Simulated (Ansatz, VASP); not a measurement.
GaP: VASP and Ansatz over several settings

```
Ga P
1.0
     0.00000    2.68842    2.68842
     2.68842    0.00000    2.68842
     2.68842    2.68842    0.00000
Ga P
1 1
Cartesian
  0.0000 0.0000 0.0000
  4.0326 4.0326 4.0326
```

Single points on this cell with VASP 6.6.1 and Ansatz 0.2.0. Each row is one pair of runs. Alike in all rows: spin: off; smearing: fermi-dirac, width 0.05 eV.

```tsv
level	k mesh	VASP's potentials, cutoff	Ansatz's potentials, cutoff	gap on the k mesh at the Fermi level (eV), VASP	gap on the k mesh at the Fermi level (eV), Ansatz	least direct gap on the mesh (eV), VASP	least direct gap on the mesh (eV), Ansatz	pressure (GPa), VASP	pressure (GPa), Ansatz
b88 exchange, pbe correlation	8 × 8 × 8	VASP PAW PBE potentials, release 64 (Ga_d, P), 500 eV	Ansatz PAW, 420 eV	1.56	1.56	2.16	2.15	6.2	6.3
HF	4 × 4 × 4	VASP PAW PBE potentials, release 64 (Ga_d, P), 520 eV	Ansatz PAW, 420 eV	7.82	7.67	9.89	9.73	10.2	11.1
r2SCAN+D4	8 × 8 × 8	VASP PAW PBE potentials, release 64 (Ga_d, P), 520 eV	Ansatz PAW, 500 eV	1.83	1.82	2.71	2.73	2.8	2.9
```

Gap on the k mesh at the fermi level (eV): the two programs differ by at most 0.156; least direct gap on the mesh (eV): the two programs differ by at most 0.158; pressure (GPa): the two programs differ by at most 0.82.

The k mesh is coarse in some rows, so the values compare programs but aren't converged.
